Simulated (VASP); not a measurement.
Here is a VASP 6.6.1 calculation.

File INCAR:

```
ALGO = Normal ; EDIFF = 1E-7
ENCUT = 520 ; GGA = PE
ISIF = 2 ; ISMEAR = 0
LASPH = True ; LCHARG = False
LREAL = False ; LWAVE = False
NBANDS = 16 ; NELM = 60
PREC = Accurate ; SIGMA = 0.15
```

KPOINTS

```
k-points
0
Gamma
  18 18 6
```

Contents of POSCAR:

```
C
1.0
    1.2332770792     -2.1360444277      0.0000000000
    1.2332770792      2.1360444277      0.0000000000
    0.0000000000      0.0000000000      8.7070252276
C
4
Direct
    0.1632939663      0.8367060337      0.7993461864
    0.5033721990      0.4966278010      0.2006533882
    0.8367060337      0.1632939663      0.2006538136
    0.4966278010      0.5033721990      0.7993466118
```

Potentials or basis: VASP PAW PBE potentials, release 64 (C).

Run with:

```bash
$ cat potpaw_PBE.64/C/POTCAR > POTCAR
$ mpirun -np 1 vasp_std > vasp.out
```

Problem. What does it give for the largest force?

Solution. 0.041 eV/Å.

Problem. Predict the pressure.

Solution. 0.5 GPa.

Stress tensor (GPa, compression positive):
```
0.45 0.00 0.00
0.00 0.46 0.01
0.00 0.01 0.74
```

Caveat: the cell differs from its parent crystal (atoms displaced along a vibrational mode); this functional lacks dispersion, which binds the layers, so the pressure and a relaxed spacing across them are unreliable.
